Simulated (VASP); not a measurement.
Set up this calculation in VASP 6.6.1, as the native input.

| Item | Value |
| --- | --- |
| Task | single point |
| Functional | r2SCAN |
| Potentials or basis | VASP PAW PBE potentials, release 64 (K_sv, I) |
| Cutoff | 520 eV |
| k mesh | 6 × 6 × 6 |
| Occupations | gaussian, width 0.05 eV |
| Spin | no spin polarisation |
| Dipole correction | no |
| Further INCAR settings | ALGO = Normal; EDIFF = 1e-07; NBANDS = 15 |

The system is KI.

```xyz
2
Lattice="0.0000 3.5246 3.6303 3.5246 0.0000 3.6303 3.5246 3.5246 0.0000" Properties=species:S:1:pos:R:3 pbc="T T T"
K     0.0000    0.0000    0.0000
I     3.5246    3.5246    3.6303
```

This cell differs from its parent crystal: strain +0.0300 x Voigt [0, 0, 1, 0, 0, 0].

These files were run (other wordings do the same):

POSCAR

```
KI
1.0
    0.0000000000      3.5245500000      3.6302865000
    3.5245500000      0.0000000000      3.6302865000
    3.5245500000      3.5245500000      0.0000000000
K I
1 1
Direct
    0.0000000000      0.0000000000      0.0000000000
    0.5000000000      0.5000000000      0.5000000000
```

INCAR.step1

```
PREC     = Accurate       # precision mode
ENCUT    = 520            # plane-wave cutoff, eV
ISMEAR   = 0              # smearing method
SIGMA    = 0.05           # smearing width, eV
LREAL    = F              # projectors in reciprocal space
LASPH    = T              # aspherical terms in the spheres
NELM     = 80             # most SCF steps
NBANDS   = 15             # bands
GGA      = PE             # functional
ALGO     = Normal         # electronic algorithm
EDIFF    = 1E-4           # SCF threshold, eV
LWAVE    = T              # write WAVECAR
LCHARG   = F              # write CHGCAR
```

INCAR.step2

```
PREC     = Accurate       # precision mode
ENCUT    = 520            # plane-wave cutoff, eV
EDIFF    = 1E-7           # SCF threshold, eV
ISMEAR   = 0              # smearing method
SIGMA    = 0.05           # smearing width, eV
LREAL    = F              # projectors in reciprocal space
LASPH    = T              # aspherical terms in the spheres
NELM     = 80             # most SCF steps
ALGO     = Normal         # electronic algorithm
ISIF     = 2              # what is computed and relaxed
LWAVE    = F              # write WAVECAR
LCHARG   = F              # write CHGCAR
METAGGA  = R2SCAN         # meta-GGA
LMIXTAU  = T            
NBANDS   = 15             # bands
ISTART   = 1
```

KPOINTS

```
regular mesh
0
Gamma
  6 6 6
```

Potentials or basis: VASP PAW PBE potentials, release 64 (K_sv, I).

Launch:

```console
$ cat potpaw_PBE.64/K_sv/POTCAR potpaw_PBE.64/I/POTCAR > POTCAR
$ cp INCAR.step1 INCAR
$ mpirun -np 1 vasp_std > vasp.out
$ cp INCAR.step2 INCAR
$ mpirun -np 1 vasp_std > vasp.out
```

It gave:

- Pressure: -0.1 GPa
- Band gap on the k mesh: 4.55 eV

Caveat: the cell differs from its parent crystal (strain +0.0300 x Voigt [0, 0, 1, 0, 0, 0]); the PAW data sets were made with another functional, which shifts forces and pressure a little; spin-orbit coupling is left out, which moves the levels of the heavy elements.

Wall time 2.3 min on 1 thread of AMD EPYC 9R45 96-Core Processor (Zen 5), on a shared host, peak memory 0.24 GiB.
